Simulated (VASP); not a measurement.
**TiAl3: single point with PBEsol**

TiAl3:

```xyz
4
Lattice="3.9557 0.0000 0.0000 0.0000 3.9557 0.0000 0.0000 0.0000 3.8766" Properties=species:S:1:pos:R:3 pbc="T T T"
Ti    0.0000    0.0000    0.0000
Al    0.0000    1.9778    1.9383
Al    1.9778    0.0000    1.9383
Al    1.9778    1.9778    0.0000
```

```json
{"Program": "VASP 6.6.1", "Task": "single point", "Functional": "PBEsol", "Potentials or basis": "VASP PAW PBE potentials, release 64 (Ti_sv, Al)", "Cutoff": "520 eV", "k mesh": "6 × 6 × 6", "Occupations": "fermi-dirac, width 0.05 eV", "Spin": "no spin polarisation", "Dipole correction": "no", "Further INCAR settings": "ALGO = Fast; EDIFF = 1e-06; NBANDS = 18"}
```

* Pressure: 1.9 GPa
* Band gap on the k mesh: zero (an odd number of electrons rules out a gap without spin polarisation)

Stress tensor (GPa, compression positive):
```
0.85 0.00 0.00
0.00 0.85 0.00
0.00 0.00 3.88
```

Levels at points of the mesh, in eV from the Fermi level:
| k point | band 6 | band 7 | band 8 | band 9 | band 10 | band 11 | band 12 | band 13 | band 14 | band 15 |
| --- | --- | --- | --- | --- | --- | --- | --- | --- | --- | --- |
| (0.00, 0.00, 0.00) | -3.18 | -2.99 | -2.21 | -2.21 | -1.90 | 0.17 | 0.23 | 0.23 | 0.74 | 4.27 |
| (0.50, 0.00, 0.00) | -8.03 | -2.32 | -2.17 | -2.10 | 0.48 | 0.73 | 0.96 | 1.00 | 1.02 | 1.65 |
| (0.50, 0.50, 0.00) | -6.18 | -6.18 | -5.05 | -1.14 | -1.14 | 0.81 | 0.90 | 1.16 | 1.32 | 3.88 |
| (0.00, 0.00, 0.50) | -7.97 | -2.29 | -2.29 | -2.23 | 0.46 | 0.76 | 0.76 | 1.04 | 1.16 | 1.46 |
| (0.50, 0.00, 0.50) | -6.10 | -6.04 | -5.04 | -1.29 | -1.24 | 0.64 | 0.95 | 1.10 | 1.29 | 3.58 |
| (0.50, 0.50, 0.50) | -5.14 | -5.12 | -5.00 | -3.50 | -3.50 | -3.41 | 0.26 | 1.24 | 1.35 | 2.90 |

Run time: 2.3 min on 1 thread of Intel Xeon 8259CL, with other jobs on the host, peak memory 0.19 GiB.

Caveat: the PAW data sets were made with another functional, which shifts forces and pressure a little.
